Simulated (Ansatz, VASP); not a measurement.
Two plane-wave programs on Gd

The input INCAR:

```
SYSTEM = Gd
PREC = Accurate
ENCUT = 520
EDIFF = 1E-6
ISMEAR = -1
SIGMA = 0.05
LREAL = .FALSE.
LASPH = .TRUE.
NELM = 150
ALGO = Normal
ISIF = 2
LWAVE = .FALSE.
LCHARG = .FALSE.
ISPIN = 2
MAGMOM = 7
LORBIT = 11
NUPDOWN = 7.0
LMAXMIX = 6
GGA = PS
NBANDS = 19
```

KPOINTS

```
Automatic mesh
0
G
  8 8 8
  0 0 0
```

The input POSCAR:

```
Gd
1.0
   -2.0250000000      2.0250000000      2.0250000000
    2.0250000000     -2.0250000000      2.0250000000
    2.0250000000      2.0250000000     -2.0250000000
Gd
1
Direct
    0.0000000000      0.0000000000      0.0000000000
```

File input.yaml:

```yaml
crystal:
  lattice:
    - [-2.025, 2.025, 2.025]
    - [2.025, -2.025, 2.025]
    - [2.025, 2.025, -2.025]
  atoms:
    - { symbol: Gd, position: [0.0, 0.0, 0.0], spin: 7.0 }
hamiltonian:
  xc: pbesol
  pseudopotentials: { kind: paw }
magnetization:
  spin_polarized: true
  initial_magnetization: 7.0
  spin_locking: { lock_magnetization: hard }
kpoints:
  mp_grid: { grid: [8, 8, 8] }
scf:
  occupations: { method: fermi_dirac, width: 0.05 }
  lower_state_search: "off"
output:
  forces: true
  stress: true
  eigenvalues: true
```

Alike in both runs: task single point; functional PBEsol; k mesh 8 × 8 × 8; occupations fermi-dirac, width 0.05 eV; collinear spin; fixed moment 7 μB.

|  | VASP | Ansatz |
| --- | --- | --- |
| version | VASP 6.6.1 | Ansatz 0.2.0 |
| potentials or method | VASP PAW PBE potentials, release 64 (Gd) | Ansatz PAW |
| plane-wave cutoff (eV) | 520 | 420 |
| valence electrons in the cell | 18 | 18 |

Ansatz gave:

```
pressure (GPa)                                                : -2.0
net moment per atom (μB)                                      : 7.00
size of the moment on the site where the two differ most (μB) : 6.95
```

Q: What did VASP give for the same quantities?

A: Pressure (GPa): -1.5; net moment per atom (μB): 7.00; size of the moment on the site where the two differ most (μB): 6.75.

VASP's potentials were made for PBE, not for PBEsol. Site moments also hang on the region over which each program counts them.

Neither program's run includes spin-orbit coupling.
